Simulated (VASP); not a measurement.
SnSe: single point with LDA

SnSe, a slab with vacuum:

```xyz
4
Lattice="4.2853 -0.0286 -0.0286 -0.0286 4.2853 -0.0286 -0.0733 -0.0733 10.9907" Properties=species:S:1:pos:R:3 pbc="T T T"
Sn    2.1154   -0.0416    4.0768
Sn   -0.0603    2.0967    6.8853
Se    2.0975   -0.0594    6.7564
Se   -0.0424    2.1145    4.2057
```

```yaml
Program: VASP 6.6.1
Task: single point
Functional: LDA
Potentials_or_basis: VASP PAW LDA potentials, release 64 (Sn_d, Se)
Cutoff: 520 eV
k_mesh: 6 × 6 × 2
Occupations: gaussian, width 0.02 eV
Spin: no spin polarisation
```

```
Largest force          : 0.218 eV/Å
Band gap on the k mesh : 1.45 eV
```

Forces in eV/Å, atoms in the order of the input:
```
Sn  -0.003 -0.003  0.218
Sn   0.003  0.003 -0.218
Se   0.042  0.042 -0.022
Se  -0.042 -0.042  0.022
```

Levels at points of the mesh, in eV from the valence-band top:
| k point | band 18 | band 19 | band 20 | band 21 | band 22 | band 23 |
| --- | --- | --- | --- | --- | --- | --- |
| (0.00, 0.00, 0.00) | -1.67 | -1.54 | -0.19 | 1.65 | 3.83 | 3.84 |
| (0.50, 0.00, 0.00) | -1.41 | -0.20 | -0.18 | 1.53 | 1.53 | 2.08 |
| (0.50, 0.50, 0.00) | -3.11 | -1.65 | -1.54 | 3.65 | 3.75 | 4.71 |
| (0.00, 0.00, 0.50) | -1.67 | -1.54 | -0.19 | 1.51 | 3.83 | 4.26 |
| (0.50, 0.00, 0.50) | -1.41 | -0.20 | -0.18 | 1.53 | 1.53 | 2.08 |
| (0.50, 0.50, 0.50) | -3.11 | -1.64 | -1.54 | 3.62 | 3.72 | 4.77 |

Wall time 86 s on 1 thread of AMD EPYC 9R45 96-Core Processor (Zen 5), with other jobs on the host, peak memory 0.27 GiB.

Caveat: there is no dipole correction, which matters where the two faces differ; spin-orbit coupling is left out, which moves the levels of the heavy elements.
